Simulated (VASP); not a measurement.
# Re (P6_3/mmc) in VASP: notebook, part 2 of 3

VASP 6.6.1. The steps go on from the part before.

**4. Single point, PBEsol**

This run uses another cell than the first one: it holds 4 atoms, not 2.

File INCAR:

```
SYSTEM = Re
PREC     = Accurate       ! precision mode
ENCUT    = 520            ! plane-wave cutoff, eV
EDIFF    = 1E-7           ! SCF threshold, eV
ISMEAR   = 0              ! smearing method
SIGMA    = 0.1            ! smearing width, eV
LREAL    = .False.        ! projectors in reciprocal space
LASPH    = .True.         ! aspherical terms in the spheres
NELM     = 100            ! most SCF steps
ALGO     = Fast           ! electronic algorithm
ISIF     = 2              ! what is computed and relaxed
LWAVE    = .False.        ! write WAVECAR
LCHARG   = .False.        ! write CHGCAR
GGA      = PS             ! functional
NBANDS   = 22             ! bands
```

File KPOINTS:

```
regular mesh
0
Gamma
  18 18 5
  0 0 0
```

File POSCAR:

```
Re
1.0
    2.7520870616      0.0000000000      0.0000000000
   -1.3760435308      2.3833773088      0.0000000000
    0.0000000000      0.0000000000      8.8712789903
Re
4
Direct
    0.0000000000      0.0000000000      0.0000000000
    0.3333333333      0.6666666667      0.2500000000
    0.0000000000      0.0000000000      0.5000000000
    0.6666666667      0.3333333333      0.7500000000
```

Potentials or basis: VASP PAW PBE potentials, release 64 (Re).

Launch:

```bash
cat potpaw_PBE.64/Re/POTCAR > POTCAR
mpirun -np 1 vasp_std > vasp.out
```

OUTCAR:

```text
SYSTEM = Re
   PREC = Accurate
   ENCUT = 520
   EDIFF = 1E-7
   ISMEAR = 0
   LREAL = .False.
   LASPH = .True.
   NELM = 100
   ISIF = 2
   GGA = PS

 ion  position               nearest neighbor table
   1  0.000  0.000  0.000-   2 2.73   4 2.73   4 2.73   2 2.73   4 2.73   2 2.73
   2  0.333  0.667  0.250-   1 2.73   3 2.73   1 2.73   3 2.73   1 2.73   3 2.73
   3  0.000  0.000  0.500-   2 2.73   4 2.73   4 2.73   2 2.73   4 2.73   2 2.73
   4  0.667  0.333  0.750-   1 2.73   3 2.73   1 2.73   3 2.73   1 2.73   3 2.73

  LATTYP: Found a hexagonal cell.
 ALAT       =     2.7520870616
 C/A-ratio  =     3.2234732375

  Lattice vectors:

 A1 = (   2.7520870616,   0.0000000000,   0.0000000000)
 A2 = (  -1.3760435308,   2.3833773088,   0.0000000000)
 A3 = (   0.0000000000,   0.0000000000,   8.8712789903)

Analysis of symmetry for initial positions (statically):
=====================================================================
 Subroutine PRICEL returns:
 Original cell was already a primitive cell.

 Routine SETGRP: Setting up the symmetry group for a
 hexagonal supercell.

 Subroutine GETGRP returns: Found 24 space group operations
 (whereof 12 operations were pure point group operations)
 out of a pool of 24 trial point group operations.

The static configuration has the point symmetry D_3d.
 The point group associated with its full space group is D_6h.

Analysis of symmetry for dynamics (positions and initial velocities):
=====================================================================
 Subroutine PRICEL returns:
 Original cell was already a primitive cell.

 Routine SETGRP: Setting up the symmetry group for a
 hexagonal supercell.

 Subroutine GETGRP returns: Found 24 space group operations
 (whereof 12 operations were pure point group operations)
 out of a pool of 24 trial point group operations.

The dynamic configuration has the point symmetry D_3d.
 The point group associated with its full space group is D_6h.

 Subroutine INISYM returns: Found 24 space group operations
 (whereof 12 operations are pure point group operations),
 and found     1 'primitive' translations

----------------------------------------------------------------------------------------

                                     Primitive cell

  volume of cell :      58.1890

  direct lattice vectors                    reciprocal lattice vectors
     2.752087062  0.000000000  0.000000000     0.363360598  0.209786339  0.000000000
    -1.376043531  2.383377309  0.000000000     0.000000000  0.419572678  0.000000000
     0.000000000  0.000000000  8.871278990     0.000000000  0.000000000  0.112723318

  length of vectors
     2.752087062  2.752087062  8.871278990     0.419572678  0.419572678  0.112723318

  position of ions in fractional coordinates (direct lattice)
     0.000000000  0.000000000  0.000000000
     0.333333333  0.666666667  0.250000000
     0.000000000  0.000000000  0.500000000
     0.666666667  0.333333333  0.750000000

  ion indices of the primitive-cell ions
   primitive index   ion index
                 1           1
                 2           2
                 3           3
                 4           4

----------------------------------------------------------------------------------------
[... 26 lines left out ...]
            Coordinates               Weight
  0.000000  0.000000  0.000000      1.000000
  0.055556 -0.000000  0.000000      6.000000
  0.111111 -0.000000  0.000000      6.000000
  0.166667 -0.000000  0.000000      6.000000
  0.222222 -0.000000  0.000000      6.000000
  0.277778  0.000000  0.000000      6.000000
[... 16 lines left out ...]
  0.333333  0.111111  0.000000     12.000000
  0.388889  0.111111  0.000000     12.000000
 [... further k-points ...]
   k-points           NKPTS =    111   k-points in BZ     NKDIM =    111   number of bands    NBANDS=     22
   number of dos      NEDOS =    301   number of ions     NIONS =      4
   total plane-waves  NPLWV =  28000
   dimension x,y,z NGX =    20 NGY =   20 NGZ =   70
   dimension x,y,z NGXF=    40 NGYF=   40 NGZF=  140
   ions per type =               4
   NGX,Y,Z   is equivalent  to a cutoff of  12.08, 12.08, 13.12 a.u.
   NGXF,Y,Z  is equivalent  to a cutoff of  24.16, 24.16, 26.24 a.u.
 SYSTEM =  Re
   PREC   = accura    normal or accurate (medium, high low for compatibility)
   ISTART =      0    job   : 0-new  1-cont  2-samecut
   ICHARG =      2    charge: 1-file 2-atom 10-const
   ISPIN  =      1    spin polarized calculation?
   LNONCOLLINEAR =      F non collinear calculations
   LSORBIT =      F    spin-orbit coupling
   LASPH  =      T    aspherical Exc in radial PAW
   ENCUT  =  520.0 eV  38.22 Ry    6.18 a.u.   5.12  5.12 16.49*2*pi/ulx,y,z
   NELM   =    100;   NELMIN=  2; NELMDL= -5     # of ELM steps
   EDIFF  = 0.1E-06   stopping-criterion for ELM
   LREAL  =      F    real-space projection
   EDIFFG = 0.1E-05   stopping-criterion for IOM
   NSW    =      0    number of steps for IOM
   IBRION =     -1    ionic relax: 0-MD 1-quasi-New 2-CG
   NFREE  =      0    steps in history (QN), initial steepest desc. (CG)
   ISIF   =      2    stress and relaxation
   ISYM   =      2    0-nonsym 1-usesym 2-fastsym
   POTIM  = 0.5000    time-step for ionic-motion
   TEBEG  =    0.0;   TEEND  =   0.0 temperature during run
   PSTRESS=    0.0 pullay stress
   NELECT =      28.0000    total number of electrons
   NUPDOWN=      -1.0000    fix difference up-down
   EMIN   =  10.00;   EMAX   =-10.00  energy-range for DOS
   EFERMI =   0.00;   METHOD = LEGACY
   ISMEAR =     0;   SIGMA  =   0.10  broadening in eV -4-tet -1-fermi 0-gaus
   EFERMI_NEDOS =   21; number of points for ismear=-14 and -15
   IALGO  =     68    algorithm
   IMIX   =      4    mixing-type and parameters
     AMIX     =   0.40;   BMIX     =  1.00
     AMIX_MAG =   1.60;   BMIX_MAG =  1.00
  volume/ion in A,a.u.               =      14.55        98.17
  Fermi-wavevector in a.u.,A,eV,Ry     =   1.282863  2.424260 22.391634  1.645739
  Thomas-Fermi vector in A             =   2.415150
   LORBIT       =      0    0 simple, 1 ext, 2 COOP (PROOUT), +10 PAW based schemes
   GGA     = PS    functional components
   LHFCALC =     F    Hartree Fock is set to
   AEXX    =    0.0000 exact exchange contribution
   IVDW    =     0    specifies the selected vdW correction
   LEPSILON=     F    determine dielectric tensor
   LRPA    =     F    only Hartree local field effects (RPA)
 non-spin polarized calculation
 RMM-DIIS sequential band-by-band and
 Gauss-broadening in eV      SIGMA  =   0.10
  energy-cutoff  :      520.00
  volume of cell :       58.19
 maximum number of plane-waves:      1583
   NGX = 11   NGY = 11   NGZ = 33

 number of electron      27.9999999 magnetization

 Free energy of the ion-electron system (eV)
  ---------------------------------------------------
  ext. energy  EPLUGINS =         0.00000000
  ---------------------------------------------------
  free energy    TOTEN  =       -53.48493307 eV

  energy without entropy =      -53.47155413  energy(sigma->0) =      -53.47824360

 E-fermi :   7.9643     XC(G=0): -13.8817

 val. band max:        7.9636401886   @ k =   0.4444   0.0556   0.0000
 cond. band min:       7.9653468379   @ k =   0.1667   0.0556   0.0000
 fundamental gap:      0.0017066493
 Fermi energy:         7.9643037298

 k-point     1 :       0.0000    0.0000    0.0000
  band No.  band energies     occupation
      1      -2.1182      2.00000
      2       0.2289      2.00000
      3       0.3009      2.00000
      4       1.1517      2.00000
      5       5.3758      2.00000
      6       5.4747      2.00000
[... 589 lines left out ...]
     21      12.9255      0.00000
     22      13.9255      0.00000

 [... further k-points ...]

------------------------ aborting loop because EDIFF is reached ----------------------------------------

  FORCE on cell =-STRESS in cart. coord.  units (eV):
  Direction    XX          YY          ZZ          XY          YZ          ZX
  --------------------------------------------------------------------------------------
  -------------------------------------------------------------------------------------
  Total        0.0090288      0.0090288     -0.0118700     -0.0000000     -0.0000000     -0.0000000
  in kB        0.2485988      0.2485988     -0.3268291     -0.0000000     -0.0000000     -0.0000000
  external PRESSURE =       0.0567895 kB  Pullay stress =       0.0000000 kB

 VOLUME and BASIS-vectors are now :
 -----------------------------------------------------------------------------
  energy-cutoff  :      520.00
  volume of cell :       58.19
      direct lattice vectors                 reciprocal lattice vectors
     2.752087062  0.000000000  0.000000000     0.363360598  0.209786339  0.000000000
    -1.376043531  2.383377309  0.000000000     0.000000000  0.419572678  0.000000000
     0.000000000  0.000000000  8.871278990     0.000000000  0.000000000  0.112723318

 POSITION                                       TOTAL-FORCE (eV/Angst)
 -----------------------------------------------------------------------------------
      0.00000      0.00000      0.00000         0.000000     -0.000000     -0.000000
     -0.00000      1.58892      2.21782        -0.000000      0.000000      0.000000
      0.00000      0.00000      4.43564         0.000000     -0.000000     -0.000000
      1.37604      0.79446      6.65346         0.000000     -0.000000     -0.000000
 -----------------------------------------------------------------------------------
    total drift:                                0.000000     -0.000000      0.000000

  FREE ENERGIE OF THE ION-ELECTRON SYSTEM (eV)
  ---------------------------------------------------
  free  energy   TOTEN  =       -53.4849330656 eV

  energy  without entropy=      -53.4715541304  energy(sigma->0) =      -53.47824360
```

Wall time 3.3 min (1 thread of Intel Xeon Platinum 8259CL at 2.50GHz (Skylake/Cascade Lake), shared host); peak memory 0.24 GiB.

Results:

```yaml
Free_energy: -53.4849 eV
Pressure: 0.0 GPa
Band_gap_on_the_k_mesh: zero (bands 14 and 15 overlap by 2.68 eV)
```

Caveat: the PAW data sets were made with another functional, which shifts forces and pressure a little; spin-orbit coupling is left out, which moves the levels of the heavy elements.

**5. Single point, PBEsol**

This run uses another cell than the first one: it holds 6 atoms, not 2.

File INCAR:

```
PREC = Accurate
ENCUT = 520
EDIFF = 1E-7
ISMEAR = 0
SIGMA = 0.1
LREAL = False
LASPH = True
NELM = 100
ALGO = Fast
ISIF = 2
LWAVE = False
LCHARG = True
GGA = PS
LELF = True
LVHAR = True
NBANDS = 30
```

File KPOINTS:

```
regular mesh
0
Gamma
  18 18 4
```

File POSCAR:

```
Re
1.0
    2.7529307688      0.0000000000      0.0000000000
   -1.3764653844      2.3841079806      0.0000000000
    0.0000000000      0.0000000000     13.3244031289
Re
6
Direct
    0.0000000000      0.0000000000      0.0000000000
    0.3333333333      0.6666666667      0.1669657192
    0.6666666667      0.3333333333      0.3330342808
    0.0000000000      0.0000000000      0.5000000000
    0.6666666667      0.3333333333      0.6669657192
    0.3333333333      0.6666666667      0.8330342808
```

Launch:

```bash
cat potpaw_PBE.64/Re/POTCAR > POTCAR
mpirun -np 1 vasp_std > vasp.out
```

Wall time 12 min (1 thread of Intel Xeon Platinum 8259CL at 2.50GHz (Skylake/Cascade Lake), shared host); peak memory 0.34 GiB.

It converged, with:

- Free energy: -80.0735 eV
- Pressure: 0.0 GPa
- Largest force: 0.004 eV/Å
- Band gap on the k mesh: zero (bands 21 and 22 overlap by 3.05 eV)

Forces in eV/Å, atoms in the order of the input:
```
Re   0.000  0.000  0.000
Re   0.000  0.000 -0.004
Re   0.000  0.000  0.004
Re   0.000  0.000  0.000
Re   0.000  0.000 -0.004
Re   0.000  0.000  0.004
```

Levels at points of the mesh, in eV from the Fermi level:
| k point | band 16 | band 17 | band 18 | band 19 | band 20 | band 21 | band 22 | band 23 | band 24 | band 25 |
| --- | --- | --- | --- | --- | --- | --- | --- | --- | --- | --- |
| (0.00, 0.00, 0.00) | -1.91 | -1.75 | -1.69 | -1.69 | -1.49 | -1.49 | -1.19 | -1.19 | 0.44 | 0.78 |
| (0.50, 0.00, 0.00) | -1.14 | -1.04 | -0.25 | 0.13 | 0.63 | 1.61 | 1.82 | 1.83 | 3.85 | 3.89 |
| (0.00, 0.00, 0.50) | -1.70 | -1.70 | -1.70 | -1.41 | -1.41 | -1.41 | -1.41 | -0.43 | -0.43 | 0.89 |
| (0.50, 0.00, 0.50) | -1.47 | -0.70 | -0.70 | 0.21 | 0.21 | 1.64 | 1.64 | 3.36 | 3.36 | 3.89 |

Caveat: the PAW data sets were made with another functional, which shifts forces and pressure a little; spin-orbit coupling is left out, which moves the levels of the heavy elements.

(Part 2 of 3 ends here.)

The gap in the log of VASP goes by the Fermi energy; the results here count the filled bands.